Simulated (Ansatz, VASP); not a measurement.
# Two plane-wave programs on AlRu

The input INCAR:

```
PREC = Accurate
ENCUT = 520
EDIFF = 1E-6
ISMEAR = 0
SIGMA = 0.15
LREAL = F
LASPH = T
NELM = 80
ALGO = Fast
ISIF = 2
LWAVE = F
LCHARG = T
GGA = PS
LELF = T
LVHAR = T
NBANDS = 25
```

File KPOINTS:

```
Automatic mesh
0
Gamma
  18 18 18
```

File POSCAR:

```
AlRu
1.0
   -2.9764078218      0.0000000000     -2.9764078218
    0.0000000000     -2.9764078218     -2.9764078218
   -2.9764078218     -2.9764078218      0.0000000000
Al Ru
2 2
Direct
    0.0000000000      0.0000000000      0.0000000000
    0.5000000000      0.5000000000      0.5000000000
    0.2059032203      0.2940967797      0.2059032203
    0.7940967797      0.7059032203      0.7940967797
```

Input for Ansatz:

```yaml
crystal:
  lattice:
    - [-2.9764078218, 0.0, -2.9764078218]
    - [0.0, -2.9764078218, -2.9764078218]
    - [-2.9764078218, -2.9764078218, 0.0]
  atoms:
    - { symbol: Al, position: [0.0, 0.0, 0.0] }
    - { symbol: Al, position: [0.5, 0.5, 0.5] }
    - { symbol: Ru, position: [0.2059032203, 0.2940967797, 0.2059032203] }
    - { symbol: Ru, position: [0.7940967797, 0.7059032203, 0.7940967797] }
basis:
  ecutwfc: 420
kpoints:
  mp_grid: { grid: [18, 18, 18] }
hamiltonian:
  xc: pbesol
scf:
  occupations: { method: gaussian, width: 0.15 }
output:
  forces: true
  stress: true
  eigenvalues: true
```

Change from the starting cell: mode 4 (187.9 1/cm) frozen in, largest displacement +0.263 Å.

Alike in both runs: task single point; functional PBEsol; k mesh 18 × 18 × 18; occupations gaussian, width 0.15 eV; no spin polarisation.

|  | VASP | Ansatz |
| --- | --- | --- |
| version | VASP 6.6.1 | Ansatz 0.2.0 |
| potentials or method | VASP PAW PBE potentials, release 64 (Al, Ru_pv), cutoff 520 eV | scalar-relativistic, plane waves, PAW |
| valence electrons in the cell | 34 | 38 |

```tsv
	VASP	Ansatz	Ansatz less VASP
gap on the k mesh at the Fermi level (eV)	none	none	-
pressure (GPa)	12.9	12.7	-0.24
traceless stress, the component that is largest in VASP (GPa)	9.60	9.59	-0.009
rms of the force components (eV/Å)	2.102	2.086	-0.0163
```

VASP's potentials were made for PBE, not for PBEsol. Atom by atom the forces differ by 0.016 eV/Å (rms over components). A gap of «none» marks a metal or a gap that the smearing closes. VASP's potentials hold 34 valence electrons a cell and Ansatz's 38, so a difference there can come from the potentials and not from the codes.
